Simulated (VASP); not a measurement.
Input of a VASP 6.6.1 run:

The input INCAR:

```
ALGO = Normal ; EDIFF = 1E-6
ENCUT = 520 ; GGA = CA
ISIF = 2 ; ISMEAR = 0
LASPH = True ; LCHARG = False
LREAL = False ; LWAVE = False
NBANDS = 11 ; NELM = 80
PREC = Accurate ; SIGMA = 0.01
```

KPOINTS

```
k-points
0
Gamma
  10 10 10
```

POSCAR

```
AlN
1.0
    2.1277202342      2.1277202342      0.0000000000
   -2.1277202342      2.1277202342      0.0000000000
    0.0000000000      2.1277202342      2.2166930303
Al N
1 1
Direct
    0.0000000000      0.0000000000      0.0000000000
    0.2500000000      0.7500000000      0.5000000000
```

Potentials or basis: VASP PAW LDA potentials, release 64 (Al, N).

Command:

```sh
$ cat potpaw_LDA.64/Al/POTCAR potpaw_LDA.64/N/POTCAR > POTCAR
$ mpirun -np 1 vasp_std > vasp.out
```

(1) Predict the band gap on the k mesh.

(2) Predict the pressure.

Answers

(1) 3.10 eV, indirect (least direct gap 4.50 eV).

(2) 4.8 GPa.

Caveat: the cell differs from its parent crystal (film at in-plane strain -0.02).
